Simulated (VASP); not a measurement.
# SnS (Pnma) in VASP: relaxation of cell and atoms with LDA

Aim: the relaxation of cell and atoms of SnS with LDA.

All numbers are computed with VASP 6.6.1; they aren't measurements. Logs are shortened: lines on timing, memory, paths and dates and some standing lists are left out, and cuts for length are marked.

## 1. The cell of the first run

It takes space group Pnma (No. 62, orthorhombic). The conventional cell has a = 11.200 Å, b = 3.987 Å, c = 4.334 Å, α = 90.00°, β = 90.00°, γ = 90.00°. Sn (site symmetry m) has 6 S at 2.63 to 3.39 Å and 2 Sn at 3.49 Å within 3.5 Å. S (site symmetry m) has 6 Sn at 2.63 to 3.39 Å within 3.5 Å.

## 2. Relaxation of cell and atoms, LDA

File INCAR:

```
SYSTEM = SnS
  ALGO = Normal
  EDIFF = 1E-7
  EDIFFG = -0.005
  ENCUT = 500
  GGA = CA
  GGA_COMPAT = .False.
  IBRION = 2
  ISIF = 3
  ISMEAR = 0
  KPAR = 4
  LASPH = .True.
  LCHARG = .False.
  LREAL = .False.
  LWAVE = .False.
  NELM = 120
  NELMIN = 4
  NSW = 100
  PREC = Accurate
  SIGMA = 0.02
```

File KPOINTS:

```
k-points
0
Gamma
  4 8 6
  0 0 0
```

File POSCAR:

```
SnS
1.0
   11.2000000000      0.0000000000      0.0000000000
    0.0000000000      3.9870000000      0.0000000000
    0.0000000000      0.0000000000      4.3340000000
Sn S
4 4
Direct
    0.1194000000      0.2500000000      0.1198000000
    0.3806000000      0.7500000000      0.6198000000
    0.6194000000      0.2500000000      0.3802000000
    0.8806000000      0.7500000000      0.8802000000
    0.8508000000      0.2500000000      0.4793000000
    0.6492000000      0.7500000000      0.9793000000
    0.3508000000      0.2500000000      0.0207000000
    0.1492000000      0.7500000000      0.5207000000
```

Potentials or basis: VASP PAW LDA potentials, release 64 (Sn_d, S).

On the command line:

```sh
cat potpaw_LDA.64/Sn_d/POTCAR potpaw_LDA.64/S/POTCAR > POTCAR
mpirun -np 4 vasp_std > vasp.out
```

OUTCAR:

```text
SYSTEM = SnS
   EDIFF = 1E-7
   EDIFFG = -0.005
   ENCUT = 500
   GGA = CA
   IBRION = 2
   ISIF = 3
   ISMEAR = 0
   LASPH = .True.
   LREAL = .False.
   NELM = 120
   NELMIN = 4
   NSW = 100
   PREC = Accurate

 ion  position               nearest neighbor table
   1  0.119  0.250  0.120-   7 2.63   8 2.67   8 2.67   4 3.49   4 3.49
   2  0.381  0.750  0.620-   8 2.63   7 2.67   7 2.67   3 3.49   3 3.49
   3  0.619  0.250  0.380-   5 2.63   6 2.67   6 2.67   2 3.49   2 3.49
   4  0.881  0.750  0.880-   6 2.63   5 2.67   5 2.67   1 3.49   1 3.49
   5  0.851  0.250  0.479-   3 2.63   4 2.67   4 2.67
   6  0.649  0.750  0.979-   4 2.63   3 2.67   3 2.67
   7  0.351  0.250  0.021-   1 2.63   2 2.67   2 2.67
   8  0.149  0.750  0.521-   2 2.63   1 2.67   1 2.67

  LATTYP: Found a simple orthorhombic cell.
 ALAT       =     3.9870000000
 B/A-ratio  =     1.0870328568
 C/A-ratio  =     2.8091296714

  Lattice vectors:

 A1 = (   0.0000000000,   3.9870000000,   0.0000000000)
 A2 = (   0.0000000000,   0.0000000000,   4.3340000000)
 A3 = (  11.2000000000,   0.0000000000,   0.0000000000)

Analysis of symmetry for initial positions (statically):
=====================================================================
 Subroutine PRICEL returns:
 Original cell was already a primitive cell.

 Routine SETGRP: Setting up the symmetry group for a
 simple orthorhombic supercell.

 Subroutine GETGRP returns: Found  8 space group operations
 (whereof  2 operations were pure point group operations)
 out of a pool of  8 trial point group operations.

The static configuration has the point symmetry S_2 .
 The point group associated with its full space group is D_2h.

Analysis of symmetry for dynamics (positions and initial velocities):
=====================================================================
 Subroutine PRICEL returns:
 Original cell was already a primitive cell.

 Routine SETGRP: Setting up the symmetry group for a
 simple orthorhombic supercell.

 Subroutine GETGRP returns: Found  8 space group operations
 (whereof  2 operations were pure point group operations)
 out of a pool of  8 trial point group operations.

The dynamic configuration has the point symmetry S_2 .
 The point group associated with its full space group is D_2h.

 Subroutine INISYM returns: Found  8 space group operations
 (whereof  2 operations are pure point group operations),
 and found     1 'primitive' translations

[... 127 lines left out ...]
  volume/ion in A,a.u.               =      24.19       163.25
  Fermi-wavevector in a.u.,A,eV,Ry     =   1.219515  2.304549 20.234810  1.487217
  Thomas-Fermi vector in A             =   2.354764
   LORBIT       =      0    0 simple, 1 ext, 2 COOP (PROOUT), +10 PAW based schemes
   GGA     = CA    functional components
   LHFCALC =     F    Hartree Fock is set to
   AEXX    =    0.0000 exact exchange contribution
   IVDW    =     0    specifies the selected vdW correction
   LEPSILON=     F    determine dielectric tensor
   LRPA    =     F    only Hartree local field effects (RPA)
 conjugate gradient relaxation of ions
 non-spin polarized calculation
 Gauss-broadening in eV      SIGMA  =   0.02
  energy-cutoff  :      500.00
  volume of cell :      193.53
 maximum number of plane-waves:      4936
 NGX is ok and might be reduce to    84
   NGX = 41   NGY = 15   NGZ = 15

--------------------------------------- Ionic step        1  -------------------------------------------

 number of electron      80.0000033 magnetization

 Free energy of the ion-electron system (eV)
  ---------------------------------------------------
  ext. energy  EPLUGINS =         0.00000000
  ---------------------------------------------------
  free energy    TOTEN  =       -40.41312719 eV

  energy without entropy =      -40.41312719  energy(sigma->0) =      -40.41312719

------------------------ aborting loop because EDIFF is reached ----------------------------------------

  FORCE on cell =-STRESS in cart. coord.  units (eV):
  Direction    XX          YY          ZZ          XY          YZ          ZX
  --------------------------------------------------------------------------------------
  -------------------------------------------------------------------------------------
  Total       -2.6969071     -2.9622263     -2.9647197      0.0000000     -0.0000000      0.0000000
  in kB      -22.3266420    -24.5231162    -24.5437579      0.0000000     -0.0000000      0.0000000
  external PRESSURE =     -23.7978387 kB  Pullay stress =       0.0000000 kB
[... 107 lines left out ...]
  FREE ENERGIE OF THE ION-ELECTRON SYSTEM (eV)
  ---------------------------------------------------
  free  energy   TOTEN  =       -40.4696121511 eV

  energy  without entropy=      -40.4696121511  energy(sigma->0) =      -40.46961215

[... ionic steps 4 to 22 ...]

--------------------------------------- Ionic step       23  -------------------------------------------

 number of electron      79.9999984 magnetization

------------------------ aborting loop because EDIFF is reached ----------------------------------------
[... 79 lines left out ...]
--------------------------------------- Ionic step       25  -------------------------------------------

 number of electron      79.9999982 magnetization

 Free energy of the ion-electron system (eV)
  ---------------------------------------------------
  ext. energy  EPLUGINS =         0.00000000
  ---------------------------------------------------
  free energy    TOTEN  =       -40.50783830 eV

  energy without entropy =      -40.50783830  energy(sigma->0) =      -40.50783830

 E-fermi :   6.9887     XC(G=0): -10.4743

 val. band max:        6.8315480011   @ k =   0.5000   0.0000   0.5000
 cond. band min:       7.4419294615   @ k =   0.0000   0.0000   0.0000
 fundamental gap:      0.6103814605
 Fermi energy:         6.9886541471

 k-point     1 :       0.0000    0.0000    0.0000
  band No.  band energies     occupation
      1     -14.4751      2.00000
      2     -14.4457      2.00000
      3     -14.4430      2.00000
      4     -14.4328      2.00000
      5     -14.4322      2.00000
      6     -14.4298      2.00000
[... 1213 lines left out ...]
     47      10.4032      0.00000
     48      10.4032      0.00000

 [... further k-points ...]

------------------------ aborting loop because EDIFF is reached ----------------------------------------

  FORCE on cell =-STRESS in cart. coord.  units (eV):
  Direction    XX          YY          ZZ          XY          YZ          ZX
  --------------------------------------------------------------------------------------
  -------------------------------------------------------------------------------------
  Total       -0.0156488      0.0254876      0.0291505      0.0000000      0.0000000      0.0000000
  in kB       -0.1382352      0.2251474      0.2575041      0.0000000      0.0000000      0.0000000
  external PRESSURE =       0.1148054 kB  Pullay stress =       0.0000000 kB
[... 23 lines left out ...]
  FREE ENERGIE OF THE ION-ELECTRON SYSTEM (eV)
  ---------------------------------------------------
  free  energy   TOTEN  =       -40.5078382997 eV

  energy  without entropy=      -40.5078382997  energy(sigma->0) =      -40.50783830

 reached required accuracy - stopping structural energy minimisation
```

CONTCAR:

```text
SnS
   1.00000000000000
    10.9733488421625456    0.0000000000000000    0.0000000000000000
     0.0000000000000000    3.9514522615416765   -0.0000000000000001
     0.0000000000000000    0.0000000000000000    4.1828918408681579
  Sn              S
     4     4
Direct
     0.1175702252775744    0.2500000000000000    0.1098352842162228
     0.3824297747224256    0.7500000000000000    0.6098352842162228
     0.6175702252775745    0.2500000000000000    0.3901647157837773
     0.8824297747224255    0.7500000000000000    0.8901647157837772
     0.8539956481450028    0.2500000000000000    0.4723931307377164
     0.6460043518549972    0.7500000000000000    0.9723931307377165
     0.3539956481450030    0.2500000000000000    0.0276068692622836
     0.1460043518549973    0.7500000000000000    0.5276068692622835

  0.00000000E+00  0.00000000E+00  0.00000000E+00
  0.00000000E+00  0.00000000E+00  0.00000000E+00
  0.00000000E+00  0.00000000E+00  0.00000000E+00
  0.00000000E+00  0.00000000E+00  0.00000000E+00
  0.00000000E+00  0.00000000E+00  0.00000000E+00
  0.00000000E+00  0.00000000E+00  0.00000000E+00
  0.00000000E+00  0.00000000E+00  0.00000000E+00
  0.00000000E+00  0.00000000E+00  0.00000000E+00
```

Wall time 15 min (4 MPI ranks of Intel Xeon 6975P-C (Granite Rapids), shared host); peak memory 0.49 GiB.

What came out:

```yaml
Free_energy: -40.5078 eV
Relaxed_volume: 22.67 Å³/atom
Relaxed_cell: a = 10.973 Å, b = 3.951 Å, c = 4.183 Å, α = 90.00°, β = 90.00°, γ = 90.00°
Space_group_after_relaxing_to_0.1_Å: Pnma (No. 62)
Energy_gained_by_relaxing: 11.8 meV/atom
Ionic_steps: 25
Pressure_after_relaxing: 0.0 GPa
Largest_force_after_relaxing: 0.004 eV/Å
Band_gap_on_the_k_mesh: 0.61 eV (least direct gap 1.02 eV)
```

Forces in eV/Å, atoms in the order of the input:
```
Sn   0.001  0.000 -0.002
Sn  -0.001  0.000 -0.002
Sn   0.001  0.000  0.002
Sn  -0.001  0.000  0.002
S    0.000  0.000  0.004
S    0.000  0.000  0.004
S    0.000  0.000 -0.004
S    0.000  0.000 -0.004
```

The path:
```tsv
step	energy change (eV)	largest force (eV/Å)	pressure (GPa)	volume (Å³)
1	0.0000	0.0446	-2.38	193.53
2	-0.0489	0.3262	0.92	183.64
3	-0.0565	0.2240	-0.03	186.21
4	-0.0702	0.1667	-0.03	185.10
5	-0.0872	0.0531	0.12	181.80
6	-0.0917	0.0560	-0.12	181.74
7	-0.0918	0.0497	-0.09	181.75
8	-0.0931	0.0247	0.12	181.26
9	-0.0932	0.0275	0.18	181.12
10	-0.0939	0.0212	-0.01	181.61
11	-0.0939	0.0215	-0.02	181.62
12	-0.0941	0.0190	-0.01	181.59
13	-0.0943	0.0147	0.02	181.51
14	-0.0943	0.0238	0.08	181.33
15	-0.0944	0.0162	0.05	181.43
16	-0.0945	0.0107	-0.07	181.70
17	-0.0945	0.0077	-0.03	181.59
18	-0.0945	0.0063	-0.01	181.52
19	-0.0945	0.0097	0.02	181.42
20	-0.0946	0.0097	0.02	181.41
21	-0.0946	0.0102	0.01	181.38
22	-0.0946	0.0120	-0.01	181.31
23	-0.0946	0.0110	0.00	181.35
24	-0.0946	0.0092	0.00	181.36
25	-0.0947	0.0044	0.01	181.37
```

Final structure:
```
CELL_PARAMETERS angstrom
10.97335 0.00000 0.00000
0.00000 3.95145 0.00000
0.00000 0.00000 4.18289
ATOMIC_POSITIONS crystal
Sn 0.11757 0.25000 0.10984
Sn 0.38243 0.75000 0.60984
Sn 0.61757 0.25000 0.39016
Sn 0.88243 0.75000 0.89016
S 0.85400 0.25000 0.47239
S 0.64600 0.75000 0.97239
S 0.35400 0.25000 0.02761
S 0.14600 0.75000 0.52761
```

Levels at points of the mesh, in eV from the valence-band top:
```tsv
k point	band 37	band 38	band 39	band 40	band 41	band 42	band 43	band 44
(0.00, 0.00, 0.00)	-2.08	-1.34	-0.88	-0.76	0.61	2.92	2.97	3.08
(0.50, 0.00, 0.00)	-2.35	-2.35	-0.77	-0.77	2.56	2.56	2.74	2.74
(0.00, 0.50, 0.00)	-1.10	-1.10	-0.79	-0.79	1.00	1.00	1.73	1.73
(0.50, 0.50, 0.00)	-1.05	-1.05	-1.05	-1.05	1.53	1.53	1.53	1.53
(0.00, 0.00, 0.50)	-1.01	-1.01	-0.12	-0.12	1.35	1.35	1.70	1.70
(0.50, 0.00, 0.50)	-0.75	-0.75	0.00	0.00	1.19	1.19	1.76	1.76
(0.00, 0.50, 0.50)	-2.72	-2.72	-1.67	-1.67	2.68	2.68	2.98	2.98
(0.50, 0.50, 0.50)	-1.86	-1.86	-1.86	-1.86	2.47	2.47	2.47	2.47
```

Caveat: semilocal functionals underestimate gaps, and a narrow one can read as zero; spin-orbit coupling is left out, which moves the levels of the heavy elements. Zero-point motion and thermal expansion aren't in these numbers.
